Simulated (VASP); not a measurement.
Wanted: the native input for a VASP 6.6.1 run.

| Item | Value |
| --- | --- |
| Task | relaxation of cell and atoms |
| Functional | PBEsol |
| Dispersion | D3(BJ) |
| Potentials or basis | VASP PAW PBE potentials, release 64 (Cd, F) |
| Cutoff | 600 eV |
| k mesh | 9 × 9 × 9 |
| Occupations | fermi-dirac, width 0.05 eV |
| Spin | no spin polarisation |
| Dipole correction | no |
| Further INCAR settings | ALGO = Normal; EDIFF = 1e-07; IBRION = 2; EDIFFG = -0.01; NSW = 60; ISIF = 3 |

The structure of CdF2 lies in POSCAR:

```
CdF2
1.0
    0.0000000000      2.6940000000      2.6940000000
    2.6940000000      0.0000000000      2.6940000000
    2.6940000000      2.6940000000      0.0000000000
Cd F
1 2
Direct
    0.0000000000      0.0000000000      0.0000000000
    0.7500000000      0.7500000000      0.7500000000
    0.2500000000      0.2500000000      0.2500000000
```

The input as run:

INCAR

```
PREC = Accurate ; ENCUT = 600
EDIFF = 1E-7 ; ISMEAR = -1
SIGMA = 0.05 ; LREAL = F
LASPH = T ; NELM = 100
ALGO = Normal ; ISIF = 3
LWAVE = F ; LCHARG = F
GGA = PS ; IVDW = 12
IBRION = 2 ; NSW = 60
EDIFFG = -0.01
```

KPOINTS

```
Automatic mesh
0
Gamma
  9 9 9
```

Potentials or basis: VASP PAW PBE potentials, release 64 (Cd, F).

Launch:

```console
$ cat potpaw_PBE.64/Cd/POTCAR potpaw_PBE.64/F/POTCAR > POTCAR
$ mpirun -np 1 vasp_std > vasp.out
```

Results of the run:

The relaxed volume is 12.88 Å³/atom and the relaxed cell is a = 3.794 Å, b = 3.794 Å, c = 3.794 Å, α = 60.00°, β = 60.00°, γ = 60.00°. The space group after relaxing (to 0.05 Å) is Fm-3m (No. 225). The energy gained by relaxing is 0.7 meV/atom. The ionic steps are 3, the pressure after relaxing is 0.0 GPa and the band gap on the k mesh is 2.98 eV, indirect (least direct gap 3.42 eV). The dispersion energy per atom is -0.138 eV.

Caveat: the PAW data sets were made with another functional, which shifts forces and pressure a little.

It took 30 s on 1 thread of Intel(R) Xeon(R) 6975P-C (Granite Rapids) (shared host), peak memory 0.19 GiB.
